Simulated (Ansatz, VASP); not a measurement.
# CsI in VASP and in Ansatz

Contents of INCAR:

```
SYSTEM = CsI
PREC     = Accurate       ! precision mode
ENCUT    = 500            ! plane-wave cutoff, eV
EDIFF    = 1E-7           ! SCF threshold, eV
ISMEAR   = 0              ! smearing method
SIGMA    = 0.02           ! smearing width, eV
LREAL    = .FALSE.        ! projectors in reciprocal space
LASPH    = .TRUE.         ! aspherical terms in the spheres
NELM     = 120            ! most SCF steps
ALGO     = Normal         ! electronic algorithm
ISIF     = 3              ! what is computed and relaxed
LWAVE    = .FALSE.        ! write WAVECAR
LCHARG   = .FALSE.        ! write CHGCAR
GGA      = PE             ! functional
IBRION   = 2              ! ionic algorithm
NSW      = 100            ! ionic steps
EDIFFG   = -0.005         ! ionic threshold
GGA_COMPAT= .FALSE.      
NELMIN   = 4
```

File KPOINTS:

```
regular mesh
0
G
  6 6 6
  0 0 0
```

POSCAR

```
CsI
1.0
    4.6652120000      0.0000000000      0.0000000000
    0.0000000000      4.6652120000      0.0000000000
    0.0000000000      0.0000000000      4.6652120000
Cs I
1 1
Direct
    0.0000000000      0.0000000000      0.0000000000
    0.5000000000      0.5000000000      0.5000000000
```

Input for Ansatz:

```yaml
crystal:
  lattice:
    - [4.665212, 0.0, 0.0]
    - [0.0, 4.665212, 0.0]
    - [0.0, 0.0, 4.665212]
  atoms:
    - { symbol: Cs, position: [0.0, 0.0, 0.0] }
    - { symbol: I, position: [0.5, 0.5, 0.5] }
basis:
  ecutwfc: 420
kpoints:
  mp_grid: { grid: [6, 6, 6] }
hamiltonian:
  xc: pbe
scf:
  occupations: { method: gaussian, width: 0.02 }
output:
  forces: true
  stress: true
  eigenvalues: true
relax:
  adjacent_minimum: "off"
  f_tol: 0.005
  max_steps: 80
  cell: { stress_tol: 0.05 }
```

Alike in both runs: task relaxation of cell and atoms; functional PBE; k mesh 6 × 6 × 6; occupations gaussian, width 0.02 eV; no spin polarisation.

|  | VASP | Ansatz |
| --- | --- | --- |
| version | VASP 6.6.1 | Ansatz 0.2.0 |
| potentials or method | VASP PAW PBE potentials, release 64 (Cs_sv, I), cutoff 500 eV | scalar-relativistic, plane waves, PAW |
| valence electrons in the cell | 16 | 26 |

|  | VASP | Ansatz | Ansatz less VASP |
| --- | --- | --- | --- |
| gap on the k mesh at the Fermi level, each at its own relaxed structure (eV) | 3.67 | 3.69 | +0.021 |
| relaxed volume (Å³/atom) | 50.93 | 50.77 | -0.166 |
| relaxed cell length with the largest relative difference (Å) | 4.670 | 4.665 | -0.0051 |

VASP's potentials hold 16 valence electrons a cell and Ansatz's 26, so a difference there can come from the potentials and not from the codes.

Spin-orbit coupling is off throughout.
